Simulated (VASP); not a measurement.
# AlN (Cm) in VASP: single point with PBEsol

Aim: the single point of AlN with PBEsol.

Everything below comes from runs of VASP 6.6.1. Logs are shortened: lines on timing, memory, paths and dates and some standing lists are left out, and cuts for length are marked.

### 1 The cell of the first run

The structure is monoclinic, space group Cm (No. 8). Conventional cell: a = 5.478 Å, b = 3.155 Å, c = 5.041 Å, α = 90.00°, β = 91.30°, γ = 90.00°. Al (site symmetry m) has 4 N at 1.79 to 1.92 Å within 2.4 Å. Within 2.6 Å of Al (site symmetry m) lie 4 N at 1.93 to 2.08 Å. N (site symmetry m) has 4 Al at 1.82 to 2.08 Å within 2.4 Å. N (site symmetry m) has 4 Al at 1.79 to 2.01 Å within 2.4 Å.

### 2 Single point, PBEsol (strained and its atoms moved)

File INCAR:

```
PREC = Accurate ; ENCUT = 520
EDIFF = 1E-6 ; ISMEAR = 0
SIGMA = 0.02 ; LREAL = False
LASPH = True ; NELM = 80
ALGO = Normal ; ISIF = 2
LWAVE = False ; LCHARG = True
GGA = PS ; LELF = True
LVHAR = True ; NBANDS = 16
```

File KPOINTS:

```
Automatic mesh
0
Gamma
  9 9 6
```

File POSCAR:

```
AlN
1.0
    3.1607470760      0.0031421122     -0.0311100215
   -1.5776523890      2.7325639846      0.0000094370
   -0.0497800000     -0.0287230600      5.0404241200
Al N
2 2
Direct
    0.3209780894      0.6604890448     -0.0033491923
    0.6472388028      0.3236194014      0.5082734879
    0.3473479164      0.6736739582      0.3578691338
    0.6844351914      0.3422175956      0.9072065705
```

Potentials or basis: VASP PAW PBE potentials, release 64 (Al, N).

Command:

```console
> cat potpaw_PBE.64/Al/POTCAR potpaw_PBE.64/N/POTCAR > POTCAR
> mpirun -np 1 vasp_std > vasp.out
```

OUTCAR:

```text
PREC = Accurate
   ENCUT = 520
   EDIFF = 1E-6
   ISMEAR = 0
   LREAL = False
   LASPH = True
   NELM = 80
   ISIF = 2
   GGA = PS

 ion  position               nearest neighbor table
   1  0.321  0.660  0.997-   4 1.79   3 1.82   4 1.92   4 1.92   2 3.04   2 3.07   2 3.07   2 3.14
                             2 3.14   2 3.21
   2  0.647  0.324  0.508-   3 1.93   3 1.93   4 2.01   3 2.08   1 3.04   1 3.07   1 3.07   1 3.14
                             1 3.14   1 3.21
   3  0.347  0.674  0.358-   1 1.82   2 1.93   2 1.93   2 2.08
   4  0.684  0.342  0.907-   1 1.79   1 1.92   1 1.92   2 2.01

  LATTYP: Found a base centered monoclinic cell.
 ALAT       =     5.4780648357
 B/A-ratio  =     0.5759873454
 C/A-ratio  =     0.9201701546
 COS(beta)  =    -0.0227563657

  Lattice vectors:

 A1 = (   3.1607470760,   0.0031421122,  -0.0311100215)
 A2 = (   1.5830946870,   2.7357060968,  -0.0311005845)
 A3 = (  -0.0497800000,  -0.0287230600,   5.0404241200)

Analysis of symmetry for initial positions (statically):
=====================================================================
 Subroutine PRICEL returns:
 Original cell was already a primitive cell.

 Routine SETGRP: Setting up the symmetry group for a
 base centered monoclinic supercell.

 Subroutine GETGRP returns: Found  2 space group operations
 (whereof  2 operations were pure point group operations)
 out of a pool of  4 trial point group operations.

The static configuration has the point symmetry C_1h.

Analysis of symmetry for dynamics (positions and initial velocities):
=====================================================================
 Subroutine PRICEL returns:
 Original cell was already a primitive cell.

 Routine SETGRP: Setting up the symmetry group for a
 base centered monoclinic supercell.

 Subroutine GETGRP returns: Found  2 space group operations
 (whereof  2 operations were pure point group operations)
 out of a pool of  4 trial point group operations.

The dynamic configuration has the point symmetry C_1h.

 Subroutine INISYM returns: Found  2 space group operations
 (whereof  2 operations are pure point group operations),
 and found     1 'primitive' translations

----------------------------------------------------------------------------------------

                                     Primitive cell

  volume of cell :      43.5532

  direct lattice vectors                    reciprocal lattice vectors
     3.160747076  0.003142112 -0.031110022     0.316240374  0.182582126  0.004163690
    -1.577652389  2.732563985  0.000009437    -0.000343121  0.365758555  0.002080901
    -0.049780000 -0.028723060  5.040424120     0.001951869  0.001126231  0.198421698

  length of vectors
     3.160901736  3.155296023  5.040751767     0.365186998  0.365764636  0.198434494

  position of ions in fractional coordinates (direct lattice)
     0.320978089  0.660489045  0.996650808
     0.647238803  0.323619401  0.508273488
     0.347347916  0.673673958  0.357869134
     0.684435191  0.342217596  0.907206571

  ion indices of the primitive-cell ions
   primitive index   ion index
                 1           1
                 2           2
                 3           3
                 4           4

----------------------------------------------------------------------------------------

 KPOINTS: Automatic mesh

Automatic generation of k-mesh.
 Grid dimensions read from file:
 generate k-points for:    9    9    6

 Generating k-lattice:

  Cartesian coordinates                     Fractional coordinates (reciprocal lattice)
     0.035137819  0.020286903  0.000462632     0.111111111  0.000000000  0.000000000
    -0.000038125  0.040639839  0.000231211    -0.000000000  0.111111111  0.000000000
     0.000325312  0.000187705  0.033070283     0.000000000 -0.000000000  0.166666667

  Length of vectors
     0.040576333  0.040640515  0.033072416

  Shift w.r.t. Gamma in fractional coordinates (k-lattice)
     0.000000000  0.000000000  0.000000000

 Subroutine IBZKPT returns following result:
 ===========================================

 Found    140 irreducible k-points:

 Following reciprocal coordinates:
            Coordinates               Weight
  0.000000  0.000000  0.000000      1.000000
  0.111111 -0.000000 -0.000000      2.000000
  0.222222 -0.000000 -0.000000      2.000000
  0.333333 -0.000000 -0.000000      2.000000
  0.444444 -0.000000 -0.000000      2.000000
  0.000000  0.111111 -0.000000      4.000000
[... 16 lines left out ...]
  0.222222  0.444444 -0.000000      4.000000
 -0.333333  0.444444  0.000000      4.000000
 [... further k-points ...]
   k-points           NKPTS =    140   k-points in BZ     NKDIM =    140   number of bands    NBANDS=     16
   number of dos      NEDOS =    301   number of ions     NIONS =      4
   total plane-waves  NPLWV =  23040
   dimension x,y,z NGX =    24 NGY =   24 NGZ =   40
   dimension x,y,z NGXF=    48 NGYF=   48 NGZF=   80
   ions per type =               2   2
   NGX,Y,Z   is equivalent  to a cutoff of  12.62, 12.65, 13.19 a.u.
   NGXF,Y,Z  is equivalent  to a cutoff of  25.25, 25.29, 26.38 a.u.
 SYSTEM =  unknown system
   PREC   = accura    normal or accurate (medium, high low for compatibility)
   ISTART =      0    job   : 0-new  1-cont  2-samecut
   ICHARG =      2    charge: 1-file 2-atom 10-const
   ISPIN  =      1    spin polarized calculation?
   LNONCOLLINEAR =      F non collinear calculations
   LSORBIT =      F    spin-orbit coupling
   LASPH  =      T    aspherical Exc in radial PAW
   ENCUT  =  520.0 eV  38.22 Ry    6.18 a.u.   5.88  5.87  9.37*2*pi/ulx,y,z
   NELM   =     80;   NELMIN=  2; NELMDL= -5     # of ELM steps
   EDIFF  = 0.1E-05   stopping-criterion for ELM
   LREAL  =      F    real-space projection
   EDIFFG = 0.1E-04   stopping-criterion for IOM
   NSW    =      0    number of steps for IOM
   IBRION =     -1    ionic relax: 0-MD 1-quasi-New 2-CG
   NFREE  =      0    steps in history (QN), initial steepest desc. (CG)
   ISIF   =      2    stress and relaxation
   ISYM   =      2    0-nonsym 1-usesym 2-fastsym
   POTIM  = 0.5000    time-step for ionic-motion
   TEBEG  =    0.0;   TEEND  =   0.0 temperature during run
   PSTRESS=    0.0 pullay stress
   NELECT =      16.0000    total number of electrons
   NUPDOWN=      -1.0000    fix difference up-down
   EMIN   =  10.00;   EMAX   =-10.00  energy-range for DOS
   EFERMI =   0.00;   METHOD = LEGACY
   ISMEAR =     0;   SIGMA  =   0.02  broadening in eV -4-tet -1-fermi 0-gaus
   EFERMI_NEDOS =   21; number of points for ismear=-14 and -15
   IALGO  =     38    algorithm
   IMIX   =      4    mixing-type and parameters
     AMIX     =   0.40;   BMIX     =  1.00
     AMIX_MAG =   1.60;   BMIX_MAG =  1.00
  volume/ion in A,a.u.               =      10.89        73.48
  Fermi-wavevector in a.u.,A,eV,Ry     =   1.172487  2.215680 18.704287  1.374726
  Thomas-Fermi vector in A             =   2.308915
   LORBIT       =      0    0 simple, 1 ext, 2 COOP (PROOUT), +10 PAW based schemes
   GGA     = PS    functional components
   LHFCALC =     F    Hartree Fock is set to
   AEXX    =    0.0000 exact exchange contribution
   IVDW    =     0    specifies the selected vdW correction
   LEPSILON=     F    determine dielectric tensor
   LRPA    =     F    only Hartree local field effects (RPA)
 non-spin polarized calculation
 Gauss-broadening in eV      SIGMA  =   0.02
  energy-cutoff  :      520.00
  volume of cell :       43.55
 maximum number of plane-waves:      1188
   NGX = 11   NGY = 11   NGZ = 19

 number of electron      15.9999997 magnetization

 Free energy of the ion-electron system (eV)
  ---------------------------------------------------
  ext. energy  EPLUGINS =         0.00000000
  ---------------------------------------------------
  free energy    TOTEN  =       -30.74223566 eV

  energy without entropy =      -30.74223566  energy(sigma->0) =      -30.74223566

 E-fermi :   5.9976     XC(G=0): -10.9310

 val. band max:        5.8744696253   @ k =   0.0000   0.0000   0.0000
 cond. band min:       9.2039121005   @ k =   0.0000   0.0000   0.0000
 fundamental gap:      3.3294424753
 Fermi energy:         5.9975735984

 k-point     1 :       0.0000    0.0000    0.0000
  band No.  band energies     occupation
      1      -9.2943      2.00000
      2      -7.1023      2.00000
      3      -0.2499      2.00000
      4       4.4619      2.00000
      5       4.7709      2.00000
      6       5.5480      2.00000
[... 8 lines left out ...]
     15      18.3044      0.00000
     16      18.9808      0.00000

 k-point     2 :       0.1111   -0.0000   -0.0000
  band No.  band energies     occupation
      1      -9.1446      2.00000
      2      -7.0222      2.00000
      3      -0.0671      2.00000
      4       3.8027      2.00000
      5       4.5856      2.00000
      6       5.0569      2.00000
[... 8 lines left out ...]
     15      18.1566      0.00000
     16      18.5084      0.00000

 k-point     3 :       0.2222   -0.0000   -0.0000
  band No.  band energies     occupation
      1      -8.7202      2.00000
      2      -6.8241      2.00000
      3       0.4642      2.00000
      4       2.4425      2.00000
      5       3.7462      2.00000
      6       4.1972      2.00000
[... 8 lines left out ...]
     15      17.4068      0.00000
     16      18.3124      0.00000

 k-point     4 :       0.3333   -0.0000   -0.0000
  band No.  band energies     occupation
      1      -8.1107      2.00000
      2      -6.6406      2.00000
      3       1.1123      2.00000
      4       1.3011      2.00000
      5       2.5661      2.00000
      6       3.8331      2.00000
[... 8 lines left out ...]
     15      18.0448      0.00000
     16      19.7671      0.00000
[... 324 lines left out ...]
 k-point    22 :       0.1111    0.4444   -0.0000
  band No.  band energies     occupation
      1      -7.3891      2.00000
      2      -6.6028      2.00000
      3       0.4055      2.00000
      4       1.7451      2.00000
      5       2.4793      2.00000
      6       3.0363      2.00000
[... 8 lines left out ...]
     15      18.9646      0.00000
     16      20.3864      0.00000

 k-point    23 :       0.2222    0.4444   -0.0000
  band No.  band energies     occupation
      1      -7.3128      2.00000
      2      -6.5776      2.00000
      3       0.7983      2.00000
      4       1.7659      2.00000
      5       2.3882      2.00000
      6       2.6679      2.00000
[... 8 lines left out ...]
     15      18.5376      0.00000
     16      19.6761      0.00000

 k-point    24 :      -0.3333    0.4444    0.0000
  band No.  band energies     occupation
      1      -7.7304      2.00000
      2      -6.5648      2.00000
      3       0.8113      2.00000
      4       1.8193      2.00000
      5       2.0256      2.00000
      6       3.2542      2.00000
[... 8 lines left out ...]
     15      18.4911      0.00000
     16      20.1697      0.00000

 [... further k-points ...]
[... 5 lines left out ...]
  --------------------------------------------------------------------------------------
  -------------------------------------------------------------------------------------
  Total       -1.0255575     -1.8036992     -0.8970833      0.6739074      0.6710620      1.1623364
  in kB      -37.7268464    -66.3520842    -33.0007065     24.7908089     24.6861374     42.7584832
  external PRESSURE =     -45.6932124 kB  Pullay stress =       0.0000000 kB

 VOLUME and BASIS-vectors are now :
 -----------------------------------------------------------------------------
  energy-cutoff  :      520.00
  volume of cell :       43.55
      direct lattice vectors                 reciprocal lattice vectors
     3.160747076  0.003142112 -0.031110022     0.316240374  0.182582126  0.004163690
    -1.577652389  2.732563985  0.000009437    -0.000343121  0.365758555  0.002080901
    -0.049780000 -0.028723060  5.040424120     0.001951869  0.001126231  0.198421698

 POSITION                                       TOTAL-FORCE (eV/Angst)
 -----------------------------------------------------------------------------------
     -0.07710      1.77721      5.01356         1.441847      0.832449      0.389476
      1.50990      0.87175      2.54178         0.706099      0.407661     -1.091636
      0.01724      1.83167      1.79301        -0.573957     -0.331362      3.433842
      1.57827      0.91122      4.55142        -1.573989     -0.908749     -2.731682
 -----------------------------------------------------------------------------------
    total drift:                                0.000100      0.000620      0.000359

  FREE ENERGIE OF THE ION-ELECTRON SYSTEM (eV)
  ---------------------------------------------------
  free  energy   TOTEN  =       -30.7422356598 eV

  energy  without entropy=      -30.7422356598  energy(sigma->0) =      -30.74223566
```

Run time: 34 s. Hardware: 1 thread of Intel Xeon 6975P-C (Granite Rapids), shared host; peak memory 0.2 GiB.

Results:

```yaml
Free_energy: -30.7422 eV
Pressure: -4.6 GPa
Largest_force: 3.497 eV/Å
Band_gap_on_the_k_mesh: 3.33 eV, direct
```

Forces on the atoms (eV/Å):
```
Al   1.442  0.832  0.389
Al   0.706  0.408 -1.092
N   -0.574 -0.331  3.434
N   -1.574 -0.909 -2.732
```

Caveat: the cell differs from its parent crystal (strained and its atoms moved); the PAW data sets were made with another functional, which shifts forces and pressure a little.
